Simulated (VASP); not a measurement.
# Ga3SbAs2 (I-4m2) in VASP: single point with PBE

Aim: the single point of Ga3SbAs2 with PBE.

Program: VASP 6.6.1. These are calculated values, not measurements. Logs are shortened: lines on timing, memory, paths and dates and some standing lists are left out, and cuts for length are marked.

### 1 The cell of the first run

The structure is tetragonal, space group I-4m2 (No. 119). Conventional cell: a = 4.176 Å, b = 4.176 Å, c = 17.711 Å, α = 90.00°, β = 90.00°, γ = 90.00°. Ga (site symmetry 2mm) has 2 As at 2.52 Å and 2 Sb at 2.64 Å within 3.3 Å. Ga (site symmetry -4m2) has 4 As at 2.52 Å within 3.3 Å. Within 3.5 Å of Sb (site symmetry -4m2) lie 4 Ga at 2.64 Å. As (site symmetry 2mm) has 4 Ga at 2.52 Å within 3.3 Å.

### 2 Single point, PBE

The input, INCAR:

```
SYSTEM = Ga3SbAs2
PREC = Accurate
ENCUT = 520
EDIFF = 1E-6
ISMEAR = 0
SIGMA = 0.1
LREAL = .False.
LASPH = .True.
NELM = 60
ALGO = Normal
ISIF = 2
LWAVE = .False.
LCHARG = .False.
GGA = PE
NBANDS = 36
```

The input, KPOINTS:

```
regular mesh
0
Gamma
  6 6 6
  0 0 0
```

The input, POSCAR:

```
Ga3SbAs2
1.0
   -2.0878420000      2.0878420000      8.8556889000
    2.0878420000     -2.0878420000      8.8556889000
    2.0878420000      2.0878420000     -8.8556889000
Ga Sb As
3 1 2
Direct
    0.6588390000      0.6588390000      0.0000000000
    0.3411610000      0.3411610000      0.0000000000
    0.0000000000      0.0000000000      0.0000000000
    0.7500000000      0.2500000000      0.5000000000
    0.4206190000      0.9206190000      0.5000000000
    0.0793810000      0.5793810000      0.5000000000
```

Potentials or basis: VASP PAW PBE potentials, release 64 (Ga_d, Sb, As).

Command:

```
cat potpaw_PBE.64/Ga_d/POTCAR potpaw_PBE.64/Sb/POTCAR potpaw_PBE.64/As/POTCAR > POTCAR
mpirun -np 1 vasp_std > vasp.out
```

OUTCAR:

```text
SYSTEM = Ga3SbAs2
   PREC = Accurate
   ENCUT = 520
   EDIFF = 1E-6
   ISMEAR = 0
   LREAL = .False.
   LASPH = .True.
   NELM = 60
   ISIF = 2
   GGA = PE

 ion  position               nearest neighbor table
   1  0.659  0.659  0.000-   6 2.52   6 2.52   4 2.64   4 2.64
   2  0.341  0.341  0.000-   5 2.52   5 2.52   4 2.64   4 2.64
   3  0.000  0.000  0.000-   5 2.52   6 2.52   6 2.52   5 2.52
   4  0.750  0.250  0.500-   2 2.64   1 2.64   2 2.64   1 2.64
   5  0.421  0.921  0.500-   3 2.52   3 2.52   2 2.52   2 2.52
   6  0.079  0.579  0.500-   3 2.52   3 2.52   1 2.52   1 2.52

  LATTYP: Found a body centered tetragonal cell.
 ALAT       =     4.1756840000
 C/A-ratio  =     4.2415512764

  Lattice vectors:

 A1 = (  -2.0878420000,   2.0878420000,   8.8556889000)
 A2 = (   2.0878420000,  -2.0878420000,   8.8556889000)
 A3 = (   2.0878420000,   2.0878420000,  -8.8556889000)

Analysis of symmetry for initial positions (statically):
=====================================================================
 Subroutine PRICEL returns:
 Original cell was already a primitive cell.

 Routine SETGRP: Setting up the symmetry group for a
 body centered tetragonal supercell.

 Subroutine GETGRP returns: Found  8 space group operations
 (whereof  8 operations were pure point group operations)
 out of a pool of 16 trial point group operations.

The static configuration has the point symmetry D_2d.

Analysis of symmetry for dynamics (positions and initial velocities):
=====================================================================
 Subroutine PRICEL returns:
 Original cell was already a primitive cell.

 Routine SETGRP: Setting up the symmetry group for a
 body centered tetragonal supercell.

 Subroutine GETGRP returns: Found  8 space group operations
 (whereof  8 operations were pure point group operations)
 out of a pool of 16 trial point group operations.

The dynamic configuration has the point symmetry D_2d.

 Subroutine INISYM returns: Found  8 space group operations
 (whereof  8 operations are pure point group operations),
 and found     1 'primitive' translations

----------------------------------------------------------------------------------------

                                     Primitive cell

  volume of cell :     154.4108

  direct lattice vectors                    reciprocal lattice vectors
    -2.087842000  2.087842000  8.855688900     0.000000000  0.239481723  0.056460881
     2.087842000 -2.087842000  8.855688900     0.239481723  0.000000000  0.056460881
     2.087842000  2.087842000 -8.855688900     0.239481723  0.239481723  0.000000000

  length of vectors
     9.334955508  9.334955508  9.334955508     0.246047408  0.246047408  0.338678301

  position of ions in fractional coordinates (direct lattice)
     0.658839000  0.658839000  0.000000000
     0.341161000  0.341161000  0.000000000
     0.000000000  0.000000000  0.000000000
     0.750000000  0.250000000  0.500000000
     0.420619000  0.920619000  0.500000000
     0.079381000  0.579381000  0.500000000

  ion indices of the primitive-cell ions
   primitive index   ion index
                 1           1
                 2           2
                 3           3
                 4           4
                 5           5
                 6           6

----------------------------------------------------------------------------------------

 KPOINTS: regular mesh

Automatic generation of k-mesh.
 Grid dimensions read from file:
 generate k-points for:    6    6    6

 Generating k-lattice:

  Cartesian coordinates                     Fractional coordinates (reciprocal lattice)
     0.000000000  0.039913621  0.009410147     0.166666667  0.000000000 -0.000000000
     0.039913621  0.000000000  0.009410147     0.000000000  0.166666667 -0.000000000
     0.039913621  0.039913621  0.000000000     0.000000000  0.000000000  0.166666667

  Length of vectors
     0.041007901  0.041007901  0.056446383

  Shift w.r.t. Gamma in fractional coordinates (k-lattice)
     0.000000000  0.000000000  0.000000000

 Subroutine IBZKPT returns following result:
 ===========================================

 Found     30 irreducible k-points:

 Following reciprocal coordinates:
            Coordinates               Weight
  0.000000  0.000000  0.000000      1.000000
  0.166667  0.000000 -0.000000      8.000000
  0.333333  0.000000  0.000000      8.000000
  0.500000 -0.000000  0.000000      4.000000
  0.166667  0.166667  0.000000      8.000000
  0.333333  0.166667  0.000000     16.000000
[... 16 lines left out ...]
 -0.333333 -0.333333  0.166667      8.000000
 -0.166667 -0.333333  0.166667      8.000000
 [... further k-points ...]
   k-points           NKPTS =     30   k-points in BZ     NKDIM =     30   number of bands    NBANDS=     36
   number of dos      NEDOS =    301   number of ions     NIONS =      6
   total plane-waves  NPLWV = 343000
   dimension x,y,z NGX =    70 NGY =   70 NGZ =   70
   dimension x,y,z NGXF=   140 NGYF=  140 NGZF=  140
   ions per type =               3   1   2
   NGX,Y,Z   is equivalent  to a cutoff of  12.47, 12.47, 12.47 a.u.
   NGXF,Y,Z  is equivalent  to a cutoff of  24.93, 24.93, 24.93 a.u.
 SYSTEM =  Ga3SbAs2
   PREC   = accura    normal or accurate (medium, high low for compatibility)
   ISTART =      0    job   : 0-new  1-cont  2-samecut
   ICHARG =      2    charge: 1-file 2-atom 10-const
   ISPIN  =      1    spin polarized calculation?
   LNONCOLLINEAR =      F non collinear calculations
   LSORBIT =      F    spin-orbit coupling
   LASPH  =      T    aspherical Exc in radial PAW
   ENCUT  =  520.0 eV  38.22 Ry    6.18 a.u.  17.36 17.36 17.36*2*pi/ulx,y,z
   NELM   =     60;   NELMIN=  2; NELMDL= -5     # of ELM steps
   EDIFF  = 0.1E-05   stopping-criterion for ELM
   LREAL  =      F    real-space projection
   EDIFFG = 0.1E-04   stopping-criterion for IOM
   NSW    =      0    number of steps for IOM
   IBRION =     -1    ionic relax: 0-MD 1-quasi-New 2-CG
   NFREE  =      0    steps in history (QN), initial steepest desc. (CG)
   ISIF   =      2    stress and relaxation
   ISYM   =      2    0-nonsym 1-usesym 2-fastsym
   POTIM  = 0.5000    time-step for ionic-motion
   TEBEG  =    0.0;   TEEND  =   0.0 temperature during run
   PSTRESS=    0.0 pullay stress
   NELECT =      54.0000    total number of electrons
   NUPDOWN=      -1.0000    fix difference up-down
   EMIN   =  10.00;   EMAX   =-10.00  energy-range for DOS
   EFERMI =   0.00;   METHOD = LEGACY
   ISMEAR =     0;   SIGMA  =   0.10  broadening in eV -4-tet -1-fermi 0-gaus
   EFERMI_NEDOS =   21; number of points for ismear=-14 and -15
   IALGO  =     38    algorithm
   IMIX   =      4    mixing-type and parameters
     AMIX     =   0.40;   BMIX     =  1.00
     AMIX_MAG =   1.60;   BMIX_MAG =  1.00
  volume/ion in A,a.u.               =      25.74       173.67
  Fermi-wavevector in a.u.,A,eV,Ry     =   1.153401  2.179611 18.100282  1.330333
  Thomas-Fermi vector in A             =   2.290045
   LORBIT       =      0    0 simple, 1 ext, 2 COOP (PROOUT), +10 PAW based schemes
   GGA     = PE    functional components
   LHFCALC =     F    Hartree Fock is set to
   AEXX    =    0.0000 exact exchange contribution
   IVDW    =     0    specifies the selected vdW correction
   LEPSILON=     F    determine dielectric tensor
   LRPA    =     F    only Hartree local field effects (RPA)
 non-spin polarized calculation
 Gauss-broadening in eV      SIGMA  =   0.10
  energy-cutoff  :      520.00
  volume of cell :      154.41
 maximum number of plane-waves:      4180
 NGX is ok and might be reduce to    70
   NGX = 35   NGY = 35   NGZ = 35

 number of electron      53.9999996 magnetization

 Free energy of the ion-electron system (eV)
  ---------------------------------------------------
  ext. energy  EPLUGINS =         0.00000000
  ---------------------------------------------------
  free energy    TOTEN  =       -23.74711714 eV

  energy without entropy =      -23.74623616  energy(sigma->0) =      -23.74667665

 E-fermi :   3.9763     XC(G=0):  -9.2037

 val. band max:        3.9548155948   @ k =   0.0000   0.0000   0.0000
 cond. band min:       4.4361079161   @ k =   0.5000  -0.0000   0.0000
 fundamental gap:      0.4812923213
 Fermi energy:         3.9763344968

 k-point     1 :       0.0000    0.0000    0.0000
  band No.  band energies     occupation
      1     -11.0570      2.00000
      2     -10.9961      2.00000
      3     -10.9961      2.00000
      4     -10.9789      2.00000
      5     -10.9642      2.00000
      6     -10.9475      2.00000
[... 28 lines left out ...]
     35       7.2930      0.00000
     36      10.5074      0.00000

 k-point     2 :       0.1667    0.0000   -0.0000
  band No.  band energies     occupation
      1     -11.0545      2.00000
      2     -11.0078      2.00000
      3     -10.9954      2.00000
      4     -10.9711      2.00000
      5     -10.9615      2.00000
      6     -10.9444      2.00000
[... 28 lines left out ...]
     35       8.2435      0.00000
     36       9.3902      0.00000

 k-point     3 :       0.3333    0.0000    0.0000
  band No.  band energies     occupation
      1     -11.0512      2.00000
      2     -11.0240      2.00000
      3     -10.9941      2.00000
      4     -10.9652      2.00000
      5     -10.9579      2.00000
      6     -10.9439      2.00000
[... 28 lines left out ...]
     35       8.7610      0.00000
     36       9.2499      0.00000

 k-point     4 :       0.5000   -0.0000    0.0000
  band No.  band energies     occupation
      1     -11.0508      2.00000
      2     -11.0306      2.00000
      3     -10.9936      2.00000
      4     -10.9643      2.00000
      5     -10.9591      2.00000
      6     -10.9464      2.00000
[... 28 lines left out ...]
     35       8.7392      0.00000
     36       8.7949      0.00000

 k-point     5 :       0.1667    0.1667    0.0000
  band No.  band energies     occupation
      1     -11.0531      2.00000
      2     -11.0173      2.00000
      3     -10.9930      2.00000
      4     -10.9675      2.00000
      5     -10.9598      2.00000
      6     -10.9420      2.00000
[... 655 lines left out ...]
 k-point    22 :      -0.1667    0.5000    0.1667
  band No.  band energies     occupation
      1     -11.0513      2.00000
      2     -11.0240      2.00000
      3     -10.9942      2.00000
      4     -10.9635      2.00000
      5     -10.9591      2.00000
      6     -10.9443      2.00000
[... 28 lines left out ...]
     35       9.0492      0.00000
     36       9.7990      0.00000

 k-point    23 :      -0.3333   -0.3333    0.1667
  band No.  band energies     occupation
      1     -11.0534      2.00000
      2     -11.0169      2.00000
      3     -10.9931      2.00000
      4     -10.9645      2.00000
      5     -10.9602      2.00000
      6     -10.9452      2.00000
[... 28 lines left out ...]
     35       8.7600      0.00000
     36       9.0049      0.00000

 k-point    24 :      -0.1667   -0.3333    0.1667
  band No.  band energies     occupation
      1     -11.0549      2.00000
      2     -11.0074      2.00000
      3     -10.9953      2.00000
      4     -10.9684      2.00000
      5     -10.9616      2.00000
      6     -10.9477      2.00000
[... 28 lines left out ...]
     35       8.2275      0.00000
     36       9.2134      0.00000

 [... further k-points ...]

------------------------ aborting loop because EDIFF is reached ----------------------------------------

  FORCE on cell =-STRESS in cart. coord.  units (eV):
  Direction    XX          YY          ZZ          XY          YZ          ZX
  --------------------------------------------------------------------------------------
  -------------------------------------------------------------------------------------
  Total        0.2312564      0.2312564      0.0328830      0.0000000      0.0000000     -0.0000000
  in kB        2.3995332      2.3995332      0.3411966      0.0000000      0.0000000     -0.0000000
  external PRESSURE =       1.7134210 kB  Pullay stress =       0.0000000 kB

 VOLUME and BASIS-vectors are now :
 -----------------------------------------------------------------------------
  energy-cutoff  :      520.00
  volume of cell :      154.41
      direct lattice vectors                 reciprocal lattice vectors
    -2.087842000  2.087842000  8.855688900     0.000000000  0.239481723  0.056460881
     2.087842000 -2.087842000  8.855688900     0.239481723  0.000000000  0.056460881
     2.087842000  2.087842000 -8.855688900     0.239481723  0.239481723  0.000000000

 POSITION                                       TOTAL-FORCE (eV/Angst)
 -----------------------------------------------------------------------------------
      0.00000      0.00000     11.66895        -0.000000      0.000000     -0.006241
      0.00000      0.00000      6.04243        -0.000000      0.000000      0.006241
      0.00000      0.00000      0.00000         0.000000     -0.000000      0.000000
      0.00000      2.08784      4.42784         0.000000     -0.000000      0.000000
      2.08784      0.00000      7.44974         0.000000     -0.000000     -0.001157
      2.08784      0.00000      1.40595         0.000000     -0.000000      0.001157
 -----------------------------------------------------------------------------------
    total drift:                               -0.000002      0.000002     -0.000000

  FREE ENERGIE OF THE ION-ELECTRON SYSTEM (eV)
  ---------------------------------------------------
  free  energy   TOTEN  =       -23.7471171432 eV

  energy  without entropy=      -23.7462361597  energy(sigma->0) =      -23.74667665
```

Run time: 5.8 min. Hardware: 1 thread of AMD EPYC 9R45 (Zen 5), shared host; peak memory 0.71 GiB.

What came out:

| Quantity | Value |
| --- | --- |
| Free energy | -23.7471 eV |
| Pressure | 0.2 GPa |
| Largest force | 0.006 eV/Å |
| Band gap on the k mesh | zero (filled and empty bands touch) |

Forces in eV/Å, atoms in the order of the input:
```
Ga   0.000  0.000 -0.006
Ga   0.000  0.000  0.006
Ga   0.000  0.000  0.000
Sb   0.000  0.000  0.000
As   0.000  0.000 -0.001
As   0.000  0.000  0.001
```

Stress tensor (GPa, compression positive):
```
0.24 0.00 0.00
0.00 0.24 0.00
0.00 0.00 0.03
```

Levels at points of the mesh, in eV from the Fermi level:
| k point | band 24 | band 25 | band 26 | band 27 | band 28 | band 29 | band 30 | band 31 |
| --- | --- | --- | --- | --- | --- | --- | --- | --- |
| (0.00, 0.00, 0.00) | -1.97 | -0.24 | -0.14 | -0.02 | -0.02 | 1.21 | 1.32 | 2.16 |
| (0.50, 0.00, 0.00) | -1.56 | -1.53 | -1.19 | -0.58 | 0.46 | 1.68 | 2.30 | 3.91 |
| (0.50, 0.50, 0.00) | -3.08 | -3.05 | -2.58 | -2.54 | 1.28 | 1.35 | 2.76 | 2.96 |
| (0.50, 0.50, 0.50) | -1.34 | -1.34 | -0.69 | -0.69 | 1.20 | 1.31 | 1.77 | 2.27 |

Caveat: semilocal functionals underestimate gaps, so a narrow gap can read as zero; spin-orbit coupling is left out, which moves the levels of the heavy elements.
